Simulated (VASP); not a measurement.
Input of a VASP 6.6.1 run:

Contents of INCAR:

```
  PREC = Accurate
  ENCUT = 520
  EDIFF = 1E-6
  ISMEAR = 0
  SIGMA = 0.02
  LREAL = F
  LASPH = T
  NELM = 80
  ALGO = Normal
  ISIF = 2
  LWAVE = F
  LCHARG = F
  GGA = PE
  IVDW = 12
  NBANDS = 35
```

KPOINTS

```
regular mesh
0
Gamma
  12 12 4
```

POSCAR

```
MoS2
1.0
    3.1492399692      0.0000000000      0.0000000000
   -1.5746199846      2.7273218159      0.0000000000
    0.7255486066      0.0000000000     12.0924767773
Mo S
2 4
Direct
    0.6772523237      0.3545046473      0.2500000000
    0.3227476763      0.6454953527      0.7500000000
    0.3154256668      0.6879473011      0.3793951441
    0.6274783658      0.3120526989      0.8793951441
    0.3725216342      0.6879473011      0.1206048559
    0.6845743332      0.3120526989      0.6206048559
```

Potentials or basis: VASP PAW PBE potentials, release 64 (Mo_sv, S).

Run with:

```console
$ cat potpaw_PBE.64/Mo_sv/POTCAR potpaw_PBE.64/S/POTCAR > POTCAR
$ mpirun -np 1 vasp_std > vasp.out
```

Question: Estimate the dispersion energy per atom.

Answer: -0.437 eV.

Question: Predict the band gap on the k mesh.

Answer: 0.80 eV (least direct gap 1.71 eV).

Question: What does it give for the pressure?

Answer: 0.1 GPa.

Question: Predict the largest force.

Answer: 0.014 eV/Å.

Stress tensor (GPa, compression positive):
```
-0.08  0.00 -0.91
 0.00  0.10  0.00
-0.91  0.00  0.24
```

A k mesh can miss the band edges.
